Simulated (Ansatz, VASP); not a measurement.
**One calculation of CdAg, two programs**

```
Cd Ag
1.0
     3.61753    0.00000    0.00000
     0.00000    3.61753    0.00000
     0.00000    0.00000    2.82168
Cd Ag
1 1
Cartesian
  1.8088 1.8088 1.4108
  0.0000 0.0000 0.0000
```

Alike in both runs: task single point; functional LDA; k mesh 16 × 16 × 16; occupations gaussian, width 0.15 eV; no spin polarisation.

|  | VASP | Ansatz |
| --- | --- | --- |
| version | VASP 6.6.1 | Ansatz 0.2.0 |
| potentials or method | VASP PAW LDA potentials, release 64 (Cd, Ag), cutoff 520 eV | scalar-relativistic, plane waves, PAW |
| valence electrons in the cell | 23 | 39 |

```tsv
	VASP	Ansatz	Ansatz less VASP
gap on the k mesh at the Fermi level (eV)	none	none	-
pressure (GPa)	-3.1	-3.7	-0.64
traceless stress, the component that is largest in VASP (GPa)	6.27	6.09	-0.187
```

LDA's correlation is that of Perdew and Zunger in VASP and of Perdew and Wang (1992) in Ansatz. A gap of «none» marks a metal or a gap that the smearing closes. VASP's potentials hold 23 valence electrons a cell and Ansatz's 39, so a difference there can come from the potentials and not from the codes.
